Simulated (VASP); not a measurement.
Here is a VASP 6.6.1 calculation.

File INCAR:

```
  PREC = Accurate
  ENCUT = 520
  EDIFF = 1E-6
  ISMEAR = 1
  SIGMA = 0.1
  LREAL = False
  LASPH = True
  NELM = 150
  ALGO = Normal
  ISIF = 2
  LWAVE = False
  LCHARG = False
  ISPIN = 2
  MAGMOM = 0 1.5 0 0 0
  LORBIT = 11
  LMAXMIX = 4
  LDAU = True
  LDAUTYPE = 2
  LDAUL = -1 2 -1
  LDAUU = 0 1 0
  LDAUJ = 0 0 0
  LDAUPRINT = 1
  GGA = CA
  NBANDS = 32
```

KPOINTS

```
Automatic mesh
0
Gamma
  4 4 4
  0.5 0.5 0.5
```

The input POSCAR:

```
SrVO3
1.0
    3.8409000000      0.0000000000      0.0000000000
    0.0000000000      3.8409000000      0.0000000000
    0.0000000000      0.0000000000      3.8409000000
Sr V O
1 1 3
Direct
    0.5000000000      0.5000000000      0.5000000000
    0.0000000000      0.0000000000      0.0000000000
    0.5000000000      0.0000000000      0.0000000000
    0.0000000000      0.5000000000      0.0000000000
    0.0000000000      0.0000000000      0.5000000000
```

Potentials or basis: VASP PAW LDA potentials, release 64 (Sr_sv, V_sv, O).

Command:

```console
$ cat potpaw_LDA.64/Sr_sv/POTCAR potpaw_LDA.64/V_sv/POTCAR potpaw_LDA.64/O/POTCAR > POTCAR
$ mpirun -np 1 vasp_std > vasp.out
```

Question: Predict the site moments.

Answer: Sr +0.00; V +0.49; O -0.01 μB.

Question: Estimate the pressure.

Answer: -8.2 GPa.

Question: What does it give for the net moment?

Answer: 0.50 μB per cell.

Eigenvalues of the final occupation matrices:
| site | spin | trace | eigenvalues |
| --- | --- | --- | --- |
| site 2 d | 1 | 1.74 | 0.32 0.32 0.37 0.37 0.37 |
| site 2 d | 2 | 1.26 | 0.21 0.21 0.21 0.31 0.31 |

Caveat: the k points lie up to 0.41 Å⁻¹ apart; a moment this small can come from the mesh or the smearing. The state reached can hang on the start; a lower one may exist.
